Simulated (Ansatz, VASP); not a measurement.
Re: VASP beside Ansatz

```
Re
1.0
     0.00000    1.95505    1.95505
     1.95505    0.00000    1.95505
     1.95505    1.95505    0.00000
Re
1
Cartesian
  0.0000 0.0000 0.0000
```

Change from the starting cell: volume scaled by 0.97.

Alike in both runs: task single point; functional LDA; k mesh 14 × 14 × 14; occupations fermi-dirac, width 0.03 eV; no spin polarisation.

|  | VASP | Ansatz |
| --- | --- | --- |
| version | VASP 6.6.1 | Ansatz 0.2.0 |
| potentials or method | VASP PAW LDA potentials, release 64 (Re), cutoff 520 eV | all-electron LAPW, scalar-relativistic |

|  | VASP | Ansatz | Ansatz less VASP |
| --- | --- | --- | --- |
| pressure (GPa) | -13.4 | -14.3 | -0.91 |

LDA's correlation is that of Perdew and Zunger in VASP and of Perdew and Wang (1992) in Ansatz. Ansatz ran all-electron here, and VASP with PAW potentials.

Spin-orbit coupling is off throughout.
